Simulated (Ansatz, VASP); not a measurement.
AlRu in VASP and in Ansatz

```
CELL_PARAMETERS angstrom
2.98250 0.00000 0.00000
0.00000 2.98250 0.00000
0.00000 0.00000 2.98250
ATOMIC_POSITIONS crystal
Al 0.00000 0.00000 0.00000
Ru 0.50000 0.50000 0.50000
```

Alike in both runs: task single point; functional LDA; k mesh 6 × 6 × 6; occupations gaussian, width 0.1 eV; no spin polarisation.

```csv
,VASP,Ansatz
version,VASP 6.6.1,Ansatz 0.2.0
potentials or method,"VASP PAW LDA potentials, release 64 (Al, Ru_pv), cutoff 520 eV","scalar-relativistic, plane waves, PAW"
valence electrons in the cell,17,19
```

Ansatz gave:

```
gap on the k mesh at the Fermi level (eV) : none
pressure (GPa)                            : -6.4
```

Q: Estimate VASP's values.

A: gap on the k mesh at the Fermi level (eV): none; pressure (GPa): -5.9.

Ansatz warns that its potentials were made for another functional, while VASP's fit it. LDA's correlation is that of Perdew and Zunger in VASP and of Perdew and Wang (1992) in Ansatz. A gap of «none» marks a metal or a gap that the smearing closes. VASP's potentials hold 17 valence electrons a cell and Ansatz's 19, so a difference there can come from the potentials and not from the codes.
